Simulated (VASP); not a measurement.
# Ir (Fm-3m) in VASP: further runs

The runs below take Ir through single point, relaxation of cell and atoms, with PBEsol.

Everything below comes from runs of VASP 6.6.1. Logs are shortened: lines on timing, memory, paths and dates and some standing lists are left out, and cuts for length are marked.

### 1 The cell of the first run

It takes space group Fm-3m (No. 225, cubic). The conventional cell has a = 3.831 Å, b = 3.831 Å, c = 3.831 Å, α = 90.00°, β = 90.00°, γ = 90.00°. Ir (site symmetry m-3m) has 12 Ir at 2.71 Å within 3.6 Å.

### 2 Single point, PBEsol

The input, INCAR:

```
SYSTEM = Ir
ALGO = Normal
EDIFF = 1E-7
ENCUT = 520
GGA = PS
ISIF = 2
ISMEAR = 1
LASPH = .True.
LCHARG = .False.
LREAL = .False.
LWAVE = .False.
NBANDS = 10
NELM = 100
PREC = Accurate
SIGMA = 0.05
```

The input, KPOINTS:

```
k-points
0
Gamma
  19 19 19
  0 0 0
```

The input, POSCAR:

```
Ir
1.0
    0.0000000000      1.9153315912      1.9153315912
    1.9153315912      0.0000000000      1.9153315912
    1.9153315912      1.9153315912      0.0000000000
Ir
1
Direct
    0.0000000000      0.0000000000      0.0000000000
```

Potentials or basis: VASP PAW PBE potentials, release 64 (Ir).

Run with:

```
$ cat potpaw_PBE.64/Ir/POTCAR > POTCAR
$ mpirun -np 1 vasp_std > vasp.out
```

OUTCAR:

```text
SYSTEM = Ir
   EDIFF = 1E-7
   ENCUT = 520
   GGA = PS
   ISIF = 2
   ISMEAR = 1
   LASPH = .True.
   LREAL = .False.
   NELM = 100
   PREC = Accurate

 ion  position               nearest neighbor table
   1  0.000  0.000  0.000-

  LATTYP: Found a face centered cubic cell.
 ALAT       =     3.8306631824

  Lattice vectors:

 A1 = (   0.0000000000,   1.9153315912,   1.9153315912)
 A2 = (   1.9153315912,   0.0000000000,   1.9153315912)
 A3 = (   1.9153315912,   1.9153315912,   0.0000000000)

Analysis of symmetry for initial positions (statically):
=====================================================================
 Subroutine PRICEL returns:
 Original cell was already a primitive cell.

 Routine SETGRP: Setting up the symmetry group for a
 face centered cubic supercell.

 Subroutine GETGRP returns: Found 48 space group operations
 (whereof 48 operations were pure point group operations)
 out of a pool of 48 trial point group operations.

The static configuration has the point symmetry O_h .

Analysis of symmetry for dynamics (positions and initial velocities):
=====================================================================
 Subroutine PRICEL returns:
 Original cell was already a primitive cell.

 Routine SETGRP: Setting up the symmetry group for a
 face centered cubic supercell.

 Subroutine GETGRP returns: Found 48 space group operations
 (whereof 48 operations were pure point group operations)
 out of a pool of 48 trial point group operations.

The dynamic configuration has the point symmetry O_h .

 Subroutine INISYM returns: Found 48 space group operations
 (whereof 48 operations are pure point group operations),
 and found     1 'primitive' translations

----------------------------------------------------------------------------------------

                                     Primitive cell

  volume of cell :      14.0528

  direct lattice vectors                    reciprocal lattice vectors
     0.000000000  1.915331591  1.915331591    -0.261051403  0.261051403  0.261051403
     1.915331591  0.000000000  1.915331591     0.261051403 -0.261051403  0.261051403
     1.915331591  1.915331591  0.000000000     0.261051403  0.261051403 -0.261051403

  length of vectors
     2.708687913  2.708687913  2.708687913     0.452154294  0.452154294  0.452154294

  position of ions in fractional coordinates (direct lattice)
     0.000000000  0.000000000  0.000000000

  ion indices of the primitive-cell ions
   primitive index   ion index
                 1           1

----------------------------------------------------------------------------------------

 KPOINTS: k-points

Automatic generation of k-mesh.
 Grid dimensions read from file:
 generate k-points for:   19   19   19

 Generating k-lattice:

  Cartesian coordinates                     Fractional coordinates (reciprocal lattice)
    -0.013739548  0.013739548  0.013739548     0.052631579  0.000000000  0.000000000
     0.013739548 -0.013739548  0.013739548     0.000000000  0.052631579  0.000000000
     0.013739548  0.013739548 -0.013739548     0.000000000  0.000000000  0.052631579

  Length of vectors
     0.023797594  0.023797594  0.023797594

  Shift w.r.t. Gamma in fractional coordinates (k-lattice)
     0.000000000  0.000000000  0.000000000

 Subroutine IBZKPT returns following result:
 ===========================================

 Found    220 irreducible k-points:

 Following reciprocal coordinates:
            Coordinates               Weight
  0.000000  0.000000  0.000000      1.000000
  0.052632  0.000000  0.000000      8.000000
  0.105263  0.000000  0.000000      8.000000
  0.157895  0.000000  0.000000      8.000000
  0.210526  0.000000  0.000000      8.000000
  0.263158  0.000000  0.000000      8.000000
[... 16 lines left out ...]
 -0.315789  0.052632  0.000000     24.000000
 -0.263158  0.052632  0.000000     24.000000
 [... further k-points ...]
   k-points           NKPTS =    220   k-points in BZ     NKDIM =    220   number of bands    NBANDS=     10
   number of dos      NEDOS =    301   number of ions     NIONS =      1
   total plane-waves  NPLWV =   8000
   dimension x,y,z NGX =    20 NGY =   20 NGZ =   20
   dimension x,y,z NGXF=    40 NGYF=   40 NGZF=   40
   ions per type =               1
   NGX,Y,Z   is equivalent  to a cutoff of  12.28, 12.28, 12.28 a.u.
   NGXF,Y,Z  is equivalent  to a cutoff of  24.55, 24.55, 24.55 a.u.
 SYSTEM =  Ir
   PREC   = accura    normal or accurate (medium, high low for compatibility)
   ISTART =      0    job   : 0-new  1-cont  2-samecut
   ICHARG =      2    charge: 1-file 2-atom 10-const
   ISPIN  =      1    spin polarized calculation?
   LNONCOLLINEAR =      F non collinear calculations
   LSORBIT =      F    spin-orbit coupling
   LASPH  =      T    aspherical Exc in radial PAW
   ENCUT  =  520.0 eV  38.22 Ry    6.18 a.u.   5.04  5.04  5.04*2*pi/ulx,y,z
   NELM   =    100;   NELMIN=  2; NELMDL= -5     # of ELM steps
   EDIFF  = 0.1E-06   stopping-criterion for ELM
   LREAL  =      F    real-space projection
   EDIFFG = 0.1E-05   stopping-criterion for IOM
   NSW    =      0    number of steps for IOM
   IBRION =     -1    ionic relax: 0-MD 1-quasi-New 2-CG
   NFREE  =      0    steps in history (QN), initial steepest desc. (CG)
   ISIF   =      2    stress and relaxation
   ISYM   =      2    0-nonsym 1-usesym 2-fastsym
   POTIM  = 0.5000    time-step for ionic-motion
   TEBEG  =    0.0;   TEEND  =   0.0 temperature during run
   PSTRESS=    0.0 pullay stress
   NELECT =       9.0000    total number of electrons
   NUPDOWN=      -1.0000    fix difference up-down
   EMIN   =  10.00;   EMAX   =-10.00  energy-range for DOS
   EFERMI =   0.00;   METHOD = LEGACY
   ISMEAR =     1;   SIGMA  =   0.05  broadening in eV -4-tet -1-fermi 0-gaus
   EFERMI_NEDOS =   21; number of points for ismear=-14 and -15
   IALGO  =     38    algorithm
   IMIX   =      4    mixing-type and parameters
     AMIX     =   0.40;   BMIX     =  1.00
     AMIX_MAG =   1.60;   BMIX_MAG =  1.00
  volume/ion in A,a.u.               =      14.05        94.83
  Fermi-wavevector in a.u.,A,eV,Ry     =   1.411134  2.666657 27.093283  1.991300
  Thomas-Fermi vector in A             =   2.533017
   LORBIT       =      0    0 simple, 1 ext, 2 COOP (PROOUT), +10 PAW based schemes
   GGA     = PS    functional components
   LHFCALC =     F    Hartree Fock is set to
   AEXX    =    0.0000 exact exchange contribution
   IVDW    =     0    specifies the selected vdW correction
   LEPSILON=     F    determine dielectric tensor
   LRPA    =     F    only Hartree local field effects (RPA)
 non-spin polarized calculation
 Methfessel and Paxton  Order N= 1 SIGMA  =   0.05
  energy-cutoff  :      520.00
  volume of cell :       14.05
 maximum number of plane-waves:       388
   NGX =  9   NGY =  9   NGZ =  9

 number of electron       9.0000000 magnetization

 Free energy of the ion-electron system (eV)
  ---------------------------------------------------
  ext. energy  EPLUGINS =         0.00000000
  ---------------------------------------------------
  free energy    TOTEN  =        -9.81162266 eV

  energy without entropy =       -9.81168932  energy(sigma->0) =       -9.81164488

 E-fermi :  10.3455     XC(G=0): -14.1404

 val. band max:       10.3436007819   @ k =  -0.1579   0.1579   0.0526
 cond. band min:      10.3490647788   @ k =   0.4737   0.3684   0.0000
 fundamental gap:      0.0054639969
 Fermi energy:        10.3454793396

 k-point     1 :       0.0000    0.0000    0.0000
  band No.  band energies     occupation
      1      -0.9009      2.00000
      2       6.4221      2.00000
      3       6.4221      2.00000
      4       6.4221      2.00000
      5       9.1667      2.00000
      6       9.1667      2.00000
      7      24.6680      0.00000
      8      30.2811      0.00000
      9      30.2811      0.00000
     10      30.2811      0.00000

 k-point     2 :       0.0526    0.0000    0.0000
  band No.  band energies     occupation
      1      -0.7763      2.00000
      2       6.3543      2.00000
      3       6.4769      2.00000
      4       6.4769      2.00000
      5       9.1305      2.00000
      6       9.1305      2.00000
      7      24.8855      0.00000
      8      29.5947      0.00000
      9      30.4870      0.00000
     10      30.4870      0.00000

 k-point     3 :       0.1053    0.0000    0.0000
  band No.  band energies     occupation
      1      -0.4140      2.00000
      2       6.1771      2.00000
      3       6.6227      2.00000
      4       6.6227      2.00000
      5       9.0481      2.00000
      6       9.0481      2.00000
      7      25.4889      0.00000
      8      28.2249      0.00000
      9      31.0873      0.00000
     10      31.0873      0.00000

 k-point     4 :       0.1579    0.0000    0.0000
  band No.  band energies     occupation
      1       0.1473      2.00000
      2       5.9654      2.00000
      3       6.7971      2.00000
      4       6.7971      2.00000
      5       9.0004      2.00000
      6       9.0004      2.00000
      7      26.2450      0.00000
      8      26.8287      0.00000
      9      32.0314      0.00000
     10      32.0314      0.00000

 k-point     5 :       0.2105    0.0000    0.0000
  band No.  band energies     occupation
      1       0.8257      2.00000
      2       5.8381      2.00000
      3       6.8953      2.00000
      4       6.8953      2.00000
      5       9.1100      2.00000
      6       9.1100      2.00000
      7      25.2265      0.00000
      8      27.1020      0.00000
      9      33.2249      0.00000
     10      33.2249      0.00000

 k-point     6 :       0.2632    0.0000    0.0000
  band No.  band energies     occupation
      1       1.4747      2.00000
      2       5.9630      2.00000
      3       6.8502      2.00000
      4       6.8502      2.00000
      5       9.4488      2.00000
      6       9.4488      2.00000
      7      23.7702      0.00000
      8      27.0638      0.00000
      9      34.3240      0.00000
     10      34.3315      0.00000
[... 183 lines left out ...]
 k-point    21 :      -0.4211    0.0526    0.0000
  band No.  band energies     occupation
      1       2.2621      2.00000
      2       6.2897      2.00000
      3       6.4463      2.00000
      4       8.5484      2.00000
      5      10.9134     -0.00000
      6      11.6761      0.00000
      7      18.4299      0.00000
      8      24.6242      0.00000
      9      29.9754      0.00000
     10      30.8858      0.00000

 k-point    22 :      -0.3684    0.0526    0.0000
  band No.  band energies     occupation
      1       2.2469      2.00000
      2       6.4224      2.00000
      3       6.5544      2.00000
      4       7.5912      2.00000
      5      10.3970     -0.05594
      6      11.2226     -0.00000
      7      19.9721      0.00000
      8      25.1598      0.00000
      9      30.6127      0.00000
     10      32.1394      0.00000

 k-point    23 :      -0.3158    0.0526    0.0000
  band No.  band energies     occupation
      1       2.1205      2.00000
      2       6.5434      2.00000
      3       6.6731      2.00000
      4       6.7152      2.00000
      5       9.7916      2.00000
      6      10.6604     -0.00000
      7      21.7165      0.00000
      8      26.0130      0.00000
      9      31.5945      0.00000
     10      33.8315      0.00000

 k-point    24 :      -0.2632    0.0526    0.0000
  band No.  band energies     occupation
      1       1.7619      2.00000
      2       5.9550      2.00000
      3       6.7900      2.00000
      4       6.8855      2.00000
      5       9.2185      2.00000
      6      10.0878      2.00000
      7      23.3656      0.00000
      8      26.9645      0.00000
      9      32.5509      0.00000
     10      33.8934      0.00000

 [... further k-points ...]

------------------------ aborting loop because EDIFF is reached ----------------------------------------

  FORCE on cell =-STRESS in cart. coord.  units (eV):
  Direction    XX          YY          ZZ          XY          YZ          ZX
  --------------------------------------------------------------------------------------
  -------------------------------------------------------------------------------------
  Total        0.0879616      0.0879616      0.0879616      0.0000000      0.0000000      0.0000000
  in kB       10.0286356     10.0286356     10.0286356      0.0000000      0.0000000      0.0000000
  external PRESSURE =      10.0286356 kB  Pullay stress =       0.0000000 kB

 VOLUME and BASIS-vectors are now :
 -----------------------------------------------------------------------------
  energy-cutoff  :      520.00
  volume of cell :       14.05
      direct lattice vectors                 reciprocal lattice vectors
     0.000000000  1.915331591  1.915331591    -0.261051403  0.261051403  0.261051403
     1.915331591  0.000000000  1.915331591     0.261051403 -0.261051403  0.261051403
     1.915331591  1.915331591  0.000000000     0.261051403  0.261051403 -0.261051403

 POSITION                                       TOTAL-FORCE (eV/Angst)
 -----------------------------------------------------------------------------------
      0.00000      0.00000      0.00000        -0.000000      0.000000      0.000000
 -----------------------------------------------------------------------------------
    total drift:                                0.000000      0.000000     -0.000000

  FREE ENERGIE OF THE ION-ELECTRON SYSTEM (eV)
  ---------------------------------------------------
  free  energy   TOTEN  =        -9.8116226633 eV

  energy  without entropy=       -9.8116893159  energy(sigma->0) =       -9.81164488
```

It took 9.7 s on 1 thread of Intel Xeon 6975P-C (Granite Rapids), shared host; peak memory 0.15 GiB.

Results:

- Free energy: -9.8116 eV
- Pressure: 1.0 GPa
- Band gap on the k mesh: zero (an odd number of electrons rules out a gap without spin polarisation)

Caveat: the PAW data sets were made with another functional, which shifts forces and pressure a little; spin-orbit coupling is left out, which moves the levels of the heavy elements.

### 3 Relaxation of cell and atoms, PBEsol

The input, INCAR:

```
SYSTEM = Ir
  PREC = Accurate
  ENCUT = 600
  EDIFF = 1E-6
  ISMEAR = 1
  SIGMA = 0.05
  LREAL = .False.
  LASPH = .True.
  NELM = 100
  ALGO = Normal
  ISIF = 3
  LWAVE = .False.
  LCHARG = .False.
  GGA = PS
  IBRION = 2
  NSW = 80
  EDIFFG = -0.03
```

The input, KPOINTS:

```
regular mesh
0
Gamma
  19 19 19
  0 0 0
```

The input, POSCAR:

```
Ir
1.0
    0.0000000000      1.9156000000      1.9156000000
    1.9156000000      0.0000000000      1.9156000000
    1.9156000000      1.9156000000      0.0000000000
Ir
1
Direct
    0.0000000000      0.0000000000      0.0000000000
```

Potentials or basis: VASP PAW PBE potentials, release 64 (Ir).

Run with:

```
$ cat potpaw_PBE.64/Ir/POTCAR > POTCAR
$ mpirun -np 1 vasp_std > vasp.out
```

Run time: 19 s. Hardware: 1 thread of Intel Xeon 6975P-C (Granite Rapids), shared host; peak memory 0.17 GiB.

It converged, with:

- Free energy: -9.8118 eV
- Relaxed volume: 14.09 Å³/atom
- Relaxed cell: a = 2.711 Å, b = 2.711 Å, c = 2.711 Å, α = 60.00°, β = 60.00°, γ = 60.00°
- Space group after relaxing (to 0.1 Å): Fm-3m (No. 225)
- Energy gained by relaxing: 0.1 meV/atom
- Ionic steps: 3
- Pressure after relaxing: 0.0 GPa
- Band gap on the k mesh: zero (an odd number of electrons rules out a gap without spin polarisation)

Final structure:
```yaml
crystal:
  lattice:
    - [0.00000, 1.91707, 1.91707]
    - [1.91707, 0.00000, 1.91707]
    - [1.91707, 1.91707, 0.00000]
  atoms:
    - { symbol: Ir, position: [0.00000, 0.00000, 0.00000] }
```

Levels at points of the mesh, in eV from the Fermi level:
| k point | band 2 | band 3 | band 4 | band 5 | band 6 | band 7 |
| --- | --- | --- | --- | --- | --- | --- |
| (0.00, 0.00, 0.00) | -3.91 | -3.91 | -3.91 | -1.17 | -1.17 | 14.33 |

Caveat: the PAW data sets were made with another functional, which shifts forces and pressure a little; spin-orbit coupling is left out, which moves the levels of the heavy elements.
